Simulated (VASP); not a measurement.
Ge:

```xyz
2
Lattice="0.0000 2.6229 3.3008 2.4853 0.0000 3.3008 2.4853 2.6229 0.0000" Properties=species:S:1:pos:R:3 pbc="T T T"
Ge    2.4853    2.6229    1.2625
Ge    2.4853    2.6229    5.3390
```

```yaml
Program: VASP 6.6.1
Task: relaxation of cell and atoms
Functional: PBE
Potentials_or_basis: VASP PAW PBE potentials, release 64 (Ge_d)
Cutoff: 600 eV
k_mesh: 18 × 18 × 18
Occupations: gaussian, width 0.1 eV
Spin: no spin polarisation
```

At the start: pressure -0.2 GPa; volume 21.52 Å³/atom.

Q: Where does the relaxation end?

A: Over 10 steps the energy falls by 8.4 meV/atom and the volume is 21.36 Å³/atom (-0.7 %); space group Fmmm (No. 69, to 0.1 Å) before, I4/mmm (No. 139, to 0.1 Å).

The path:
```csv
step,energy change (eV),largest force (eV/Å),pressure (GPa),volume (Å³)
1,0.0000,0.0181,-0.21,43.03
2,-0.0127,0.0376,-0.17,42.85
3,-0.0165,0.0725,0.01,42.67
4,-0.0167,0.0277,0.06,42.67
5,-0.0168,0.0146,0.04,42.67
6,-0.0168,0.0044,0.00,42.70
7,-0.0168,0.0016,-0.12,42.73
8,-0.0168,0.0060,-0.06,42.72
9,-0.0168,0.0012,-0.16,42.72
10,-0.0168,0.0040,0.03,42.72
```

Final structure:
```xyz
2
Lattice="0.0000 2.5486 3.2876 2.5493 0.0000 3.2876 2.5493 2.5486 0.0000" Properties=species:S:1:pos:R:3 pbc="T T T"
Ge    2.5493    2.5486    1.2597
Ge    2.5493    2.5486    5.3156
```
